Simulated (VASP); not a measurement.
# Au (Fm-3m) in VASP: notebook, part 2 of 2

VASP 6.6.1. Earlier steps stand in the parts before.

## Step 5: Relaxation of cell and atoms, LDA

Input file INCAR:

```
  PREC = Accurate
  ENCUT = 600
  EDIFF = 1E-6
  ISMEAR = 0
  SIGMA = 0.1
  LREAL = F
  LASPH = T
  NELM = 60
  ALGO = Fast
  ISIF = 3
  LWAVE = F
  LCHARG = F
  GGA = CA
  IBRION = 2
  NSW = 100
  EDIFFG = -0.005
```

Input file KPOINTS:

```
regular mesh
0
Gamma
  18 18 18
```

Input file POSCAR:

```
Au
1.0
    0.0000000000      2.0287962959      2.0287962959
    2.0287962959      0.0000000000      2.0287962959
    2.0287962959      2.0287962959      0.0000000000
Au
1
Direct
    0.0000000000      0.0000000000      0.0000000000
```

Potentials or basis: VASP PAW LDA potentials, release 64 (Au).

Started as:

```sh
cat potpaw_LDA.64/Au/POTCAR > POTCAR
mpirun -np 1 vasp_std > vasp.out
```

OUTCAR:

```text
PREC = Accurate
   ENCUT = 600
   EDIFF = 1E-6
   ISMEAR = 0
   LREAL = F
   LASPH = T
   NELM = 60
   ISIF = 3
   GGA = CA
   IBRION = 2
   NSW = 100
   EDIFFG = -0.005

 ion  position               nearest neighbor table
   1  0.000  0.000  0.000-

  LATTYP: Found a face centered cubic cell.
 ALAT       =     4.0575925918

  Lattice vectors:

 A1 = (   0.0000000000,   2.0287962959,   2.0287962959)
 A2 = (   2.0287962959,   0.0000000000,   2.0287962959)
 A3 = (   2.0287962959,   2.0287962959,   0.0000000000)

Analysis of symmetry for initial positions (statically):
=====================================================================
 Subroutine PRICEL returns:
 Original cell was already a primitive cell.

 Routine SETGRP: Setting up the symmetry group for a
 face centered cubic supercell.

 Subroutine GETGRP returns: Found 48 space group operations
 (whereof 48 operations were pure point group operations)
 out of a pool of 48 trial point group operations.

The static configuration has the point symmetry O_h .

Analysis of symmetry for dynamics (positions and initial velocities):
=====================================================================
 Subroutine PRICEL returns:
 Original cell was already a primitive cell.

 Routine SETGRP: Setting up the symmetry group for a
 face centered cubic supercell.

[... 220 lines left out ...]
--------------------------------------- Ionic step        3  -------------------------------------------

 number of electron      10.9999999 magnetization

 Free energy of the ion-electron system (eV)
  ---------------------------------------------------
  ext. energy  EPLUGINS =         0.00000000
  ---------------------------------------------------
  free energy    TOTEN  =        -4.44609637 eV

  energy without entropy =       -4.44464047  energy(sigma->0) =       -4.44536842

 E-fermi :   9.6747     XC(G=0): -13.1221

 val. band max:        9.6681117511   @ k =   0.4444   0.4444   0.0000
 cond. band min:       9.6872822063   @ k =   0.5000   0.2778   0.1111
 fundamental gap:      0.0191704552
 Fermi energy:         9.6747499875

 k-point     1 :       0.0000    0.0000    0.0000
  band No.  band energies     occupation
      1      -0.4745      2.00000
      2       4.8557      2.00000
      3       4.8557      2.00000
      4       4.8557      2.00000
      5       6.4609      2.00000
      6       6.4609      2.00000
      7      24.1466      0.00000
      8      28.2398      0.00000
      9      28.2398      0.00000
[... 265 lines left out ...]
 k-point    24 :      -0.2222    0.0556    0.0000
  band No.  band energies     occupation
      1       1.3589      2.00000
      2       4.5694      2.00000
      3       5.1762      2.00000
      4       5.2165      2.00000
      5       6.3544      2.00000
      6       6.8617      2.00000
      7      21.4117      0.00000
      8      25.3297      0.00000
      9      28.4108      0.00000

 [... further k-points ...]

------------------------ aborting loop because EDIFF is reached ----------------------------------------

  FORCE on cell =-STRESS in cart. coord.  units (eV):
  Direction    XX          YY          ZZ          XY          YZ          ZX
  --------------------------------------------------------------------------------------
  -------------------------------------------------------------------------------------
  Total       -0.0009184     -0.0009184     -0.0009184     -0.0000000     -0.0000000     -0.0000000
  in kB       -0.0884435     -0.0884435     -0.0884435     -0.0000000     -0.0000000     -0.0000000
  external PRESSURE =      -0.0884435 kB  Pullay stress =       0.0000000 kB
[... 16 lines left out ...]
  FREE ENERGIE OF THE ION-ELECTRON SYSTEM (eV)
  ---------------------------------------------------
  free  energy   TOTEN  =        -4.4460963667 eV

  energy  without entropy=       -4.4446404677  energy(sigma->0) =       -4.44536842

 reached required accuracy - stopping structural energy minimisation
```

OSZICAR:

```text
N       E                     dE             d eps       ncg     rms          rms(c)
DAV:   1     0.489125377261E+02    0.48913E+02   -0.64446E+03  3670   0.124E+03
[... 20 lines left out ...]
       N       E                     dE             d eps       ncg     rms          rms(c)
DAV:   1    -0.445098264963E+01   -0.52931E-02   -0.10266E-01  3581   0.364E+00    0.417E-01
RMM:   2    -0.444629897493E+01    0.46837E-02   -0.79468E-03  3510   0.948E-01    0.181E-01
RMM:   3    -0.444609651684E+01    0.20246E-03   -0.64271E-04  3510   0.288E-01    0.134E-01
RMM:   4    -0.444609648881E+01    0.28027E-07   -0.72471E-05  3509   0.957E-02    0.960E-03
RMM:   5    -0.444609615864E+01    0.33017E-06   -0.13439E-05  3504   0.382E-02    0.475E-03
RMM:   6    -0.444609636671E+01   -0.20807E-06   -0.20405E-06  2613   0.139E-02
   3 F= -.44460964E+01 E0= -.44453684E+01  d E =-.143153E-03
```

CONTCAR:

```text
Au
   1.00000000000000
    -0.0000000000000000    2.0262235503504318    2.0262235503504318
     2.0262235503504318    0.0000000000000000    2.0262235503504318
     2.0262235503504318    2.0262235503504318   -0.0000000000000000
  Au
     1
Direct
     0.0000000000000000    0.0000000000000000    0.0000000000000000

  0.00000000E+00  0.00000000E+00  0.00000000E+00
```

Run time: 84 s. Hardware: 1 thread of AMD EPYC 7R43 (Zen 3), shared host; peak memory 0.12 GiB.

Results:

- Free energy: -4.4461 eV
- Relaxed volume: 16.64 Å³/atom
- Relaxed cell: a = 2.866 Å, b = 2.866 Å, c = 2.866 Å, α = 60.00°, β = 60.00°, γ = 60.00°
- Space group after relaxing (to 0.05 Å): Fm-3m (No. 225)
- Energy gained by relaxing: 0.1 meV/atom
- Ionic steps: 3
- Pressure after relaxing: 0.0 GPa

Step by step:
```
step  energy change (eV)  largest force (eV/Å)  pressure (GPa)  volume (Å³)
   1              0.0000                0.0000           -0.67        16.70
   2              0.0003                0.0000            1.25        16.53
   3             -0.0001                0.0000           -0.01        16.64
```

Final structure:
```
Au
1.0
     0.00000    2.02622    2.02622
     2.02622    0.00000    2.02622
     2.02622    2.02622    0.00000
Au
1
Direct
  0.00000 0.00000 0.00000
```

Caveat: spin-orbit coupling is left out, which moves the levels of the heavy elements.

## Step 6: Relaxation of cell and atoms, LDA

This run uses another cell than the first one, of 18.14 Å³/atom, 1.086 times its volume.

Input file INCAR:

```
  ALGO = Normal
  EDIFF = 1E-7
  EDIFFG = -0.05
  ENCUT = 500
  GGA = CA
  GGA_COMPAT = F
  IBRION = 2
  ISIF = 3
  ISMEAR = 0
  LASPH = T
  LCHARG = F
  LREAL = F
  LWAVE = F
  NELM = 120
  NELMIN = 4
  NSW = 100
  PREC = Accurate
  SIGMA = 0.1
```

Input file KPOINTS:

```
k-points
0
Gamma
  8 8 8
```

Input file POSCAR:

```
Au
1.0
    0.0000000000      2.0856442700      2.0856442700
    2.0856442700      0.0000000000      2.0856442700
    2.0856442700      2.0856442700      0.0000000000
Au
1
Direct
    0.0000000000      0.0000000000      0.0000000000
```

Potentials or basis: VASP PAW LDA potentials, release 64 (Au_sv_GW).

Started as:

```sh
cat potpaw_LDA.64/Au_sv_GW/POTCAR > POTCAR
mpirun -np 1 vasp_std > vasp.out
```

It took 15 s on 1 thread of AMD EPYC 9R45 (Zen 5), shared host; peak memory 0.11 GiB.

It converged, with:

* Free energy: -3.7585 eV
* Relaxed volume: 16.68 Å³/atom
* Relaxed cell: a = 2.868 Å, b = 2.868 Å, c = 2.868 Å, α = 60.00°, β = 60.00°, γ = 60.00°
* Space group after relaxing (to 0.05 Å): Fm-3m (No. 225)
* Energy gained by relaxing: 70.3 meV/atom
* Ionic steps: 4
* Pressure after relaxing: -0.2 GPa

Step by step:
```
step  energy change (eV)  largest force (eV/Å)  pressure (GPa)  volume (Å³)
   1              0.0000                0.0000          -13.89        18.14
   2              0.2180                0.0000           46.01        14.32
   3             -0.0701                0.0000           -0.78        16.73
   4             -0.0703                0.0000           -0.20        16.68
```

Final structure:
```cif
data_structure
_symmetry_space_group_name_H-M 'P 1'
_symmetry_Int_Tables_number 1
_cell_length_a 2.8679
_cell_length_b 2.8679
_cell_length_c 2.8679
_cell_angle_alpha 60.000
_cell_angle_beta 60.000
_cell_angle_gamma 60.000
_cell_volume 16.68
loop_
_atom_site_label
_atom_site_type_symbol
_atom_site_fract_x
_atom_site_fract_y
_atom_site_fract_z
_atom_site_occupancy
Au1 Au 0.00000 0.00000 0.00000 1
```

Levels at points of the mesh, in eV from the Fermi level:
| k point | band 8 | band 9 | band 10 | band 11 | band 12 | band 13 |
| --- | --- | --- | --- | --- | --- | --- |
| (0.00, 0.00, 0.00) | -4.78 | -3.18 | -3.18 | 14.51 | 18.57 | 18.57 |
| (0.50, 0.00, 0.00) | -1.93 | -1.93 | -1.05 | 3.22 | 13.97 | 17.24 |
| (0.50, 0.50, 0.00) | -1.60 | -1.60 | 0.96 | 5.98 | 10.06 | 10.06 |

Caveat: spin-orbit coupling is left out, which moves the levels of the heavy elements.

## Step 7: The runs side by side

```csv
task,potentials or basis,cell,k mesh,cutoff (eV),second run,gap on the mesh (eV),pressure (GPa),relaxed volume (Å³/atom)
single point,"VASP PAW LDA potentials, release 64 (Au)","a = 2.869 Å, angles 60.0°, 1 atom",8 × 8 × 8,520,-,none,0.1,-
relaxation of cell and atoms,"VASP PAW LDA potentials, release 64 (Au)","relaxed from a = 2.950 Å, angles 60.0°, 1 atom",8 × 8 × 8,600,-,none,0.0,16.73
single point,"VASP PAW LDA potentials, release 64 (Au)","a = 2.863 Å, angles 60.0°, 1 atom",18 × 18 × 18,520,-,none,0.5,-
relaxation of cell and atoms,"VASP PAW LDA potentials, release 64 (Au)","relaxed from a = 2.869 Å, angles 60.0°, 1 atom",18 × 18 × 18,600,-,none,0.0,16.64
relaxation of cell and atoms,"VASP PAW LDA potentials, release 64 (Au_sv_GW)","relaxed from a = 2.950 Å, angles 60.0°, 1 atom",8 × 8 × 8,500,valence_matched,none,-0.2,16.68
```

Alike in all rows: level LDA; no spin polarisation; smearing gaussian 0.1 eV.

Caveats: spin-orbit coupling is left out, which moves the levels of the heavy elements.

Absolute energies hang on the potentials; compare differences alone.
